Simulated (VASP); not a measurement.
Wanted: the native input for a VASP 6.6.1 run.

| Quantity | Value |
| --- | --- |
| Task | single point |
| Functional | PBEsol |
| Potentials or basis | VASP PAW PBE potentials, release 64 (Rb_sv) |
| Cutoff | 520 eV |
| k mesh | 12 × 12 × 12 |
| Occupations | gaussian, width 0.15 eV |
| Spin | no spin polarisation |
| Dipole correction | no |
| Further INCAR settings | ALGO = Fast; EDIFF = 1e-07; NBANDS = 10 |

The structure of Rb lies in POSCAR:

```
Rb
1.0
   -2.9463000000      2.9463000000      2.8060000000
    2.9463000000     -2.9463000000      2.8060000000
    2.9463000000      2.9463000000     -2.8060000000
Rb
1
Direct
    0.0000000000      0.0000000000      0.0000000000
```

This cell differs from its parent crystal: strain +0.050 along x and y, +0.000 along z.

The input as run:

INCAR

```
  PREC = Accurate
  ENCUT = 520
  EDIFF = 1E-7
  ISMEAR = 0
  SIGMA = 0.15
  LREAL = False
  LASPH = True
  NELM = 60
  ALGO = Fast
  ISIF = 2
  LWAVE = False
  LCHARG = False
  GGA = PS
  NBANDS = 10
```

KPOINTS

```
regular mesh
0
Gamma
  12 12 12
```

Potentials or basis: VASP PAW PBE potentials, release 64 (Rb_sv).

Run with:

```console
$ cat potpaw_PBE.64/Rb_sv/POTCAR > POTCAR
$ mpirun -np 1 vasp_std > vasp.out
```

Results of the run:

| Item | Value |
| --- | --- |
| Pressure | -0.3 GPa |

Caveat: the cell differs from its parent crystal (strain +0.050 along x and y, +0.000 along z); the PAW data sets were made with another functional, which shifts forces and pressure a little.

Wall time 66 s on 1 thread of Intel(R) Xeon(R) 6975P-C (Granite Rapids), with other jobs on the host, peak memory 0.33 GiB.
